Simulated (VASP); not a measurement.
Set up this calculation in VASP 6.6.1, as the native input.

| Property | Result |
| --- | --- |
| Task | single point |
| Functional | PBE |
| Potentials or basis | VASP PAW PBE potentials, release 64 (Na_pv) |
| Cutoff | 500 eV |
| k mesh | 11 × 11 × 6 |
| Occupations | fermi-dirac, width 0.1 eV |
| Spin | no spin polarisation |
| Dipole correction | no |
| Further INCAR settings | ALGO = Normal; EDIFF = 1e-06; NBANDS = 14 |

The structure of Na lies in POSCAR:

```
Na
1.0
    3.8887427644      0.0000000000      0.0000000000
   -1.9443713822      3.3677500228      0.0000000000
    0.0000000000      0.0000000000      6.3498828721
Na
2
Direct
    0.3333333333      0.6666666667      0.2500000000
    0.6666666667      0.3333333333      0.7500000000
```

This cell differs from its parent crystal: volume scaled by 1.12.

One way to write it, as run:

INCAR

```
ALGO = Normal ; EDIFF = 1E-6
ENCUT = 500 ; GGA = PE
GGA_COMPAT = F ; ISIF = 2
ISMEAR = -1 ; LASPH = T
LCHARG = F ; LREAL = F
LWAVE = F ; NBANDS = 14
NELM = 120 ; PREC = Accurate
SIGMA = 0.1
```

KPOINTS

```
k-points
0
Gamma
  11 11 6
```

Potentials or basis: VASP PAW PBE potentials, release 64 (Na_pv).

Launch:

```console
$ cat potpaw_PBE.64/Na_pv/POTCAR > POTCAR
$ mpirun -np 1 vasp_std > vasp.out
```

Results of the run:

| Property | Result |
| --- | --- |
| Pressure | -0.7 GPa |
| Band gap on the k mesh | zero (band 7 reaches 1.70 eV, above the bottom of band 8 at -2.07 eV) |

It took 30 s on 1 thread of Intel Xeon 6975P-C (shared host), peak memory 0.2 GiB.
